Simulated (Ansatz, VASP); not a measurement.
One calculation of Si3N4, two programs

```
CELL_PARAMETERS angstrom
0.00000 3.93318 3.93318
3.93318 0.00000 3.93318
3.93318 3.93318 0.00000
ATOMIC_POSITIONS crystal
Si 0.12500 0.12500 0.62500
Si 0.12500 0.62500 0.12500
Si 0.62500 0.12500 0.12500
Si 0.12500 0.12500 0.12500
Si 0.75000 0.75000 0.75000
Si 0.50000 0.50000 0.50000
N 0.36736 0.36736 0.36736
N 0.35209 0.88264 0.88264
N 0.88264 0.88264 0.35209
N 0.88264 0.35209 0.88264
N 0.36736 0.36736 0.89791
N 0.36736 0.89791 0.36736
N 0.88264 0.88264 0.88264
N 0.89791 0.36736 0.36736
```

Alike in both runs: functional PBE; k mesh 6 × 6 × 6; occupations gaussian, width 0.02 eV; no spin polarisation.

Ansatz relaxed the structure, and its values are those at the end. VASP's run is a single point on that final structure, the one shown.

|  | VASP | Ansatz |
| --- | --- | --- |
| version | VASP 6.6.1 | Ansatz 0.2.0 |
| potentials or method | VASP PAW PBE potentials, release 64 (Si, N), cutoff 520 eV | scalar-relativistic, plane waves, PAW |
| valence electrons in the cell | 64 | 64 |

```tsv
	VASP	Ansatz	Ansatz less VASP
gap on the k mesh at the Fermi level (eV)	3.22	3.23	+0.011
least direct gap on the mesh (eV)	3.27	3.28	+0.010
pressure (GPa)	-8.3	-8.1	+0.15
```

The functional is the same, so the differences come from potentials, cutoffs and numerics. Ansatz's warnings: stress scf threshold loose.
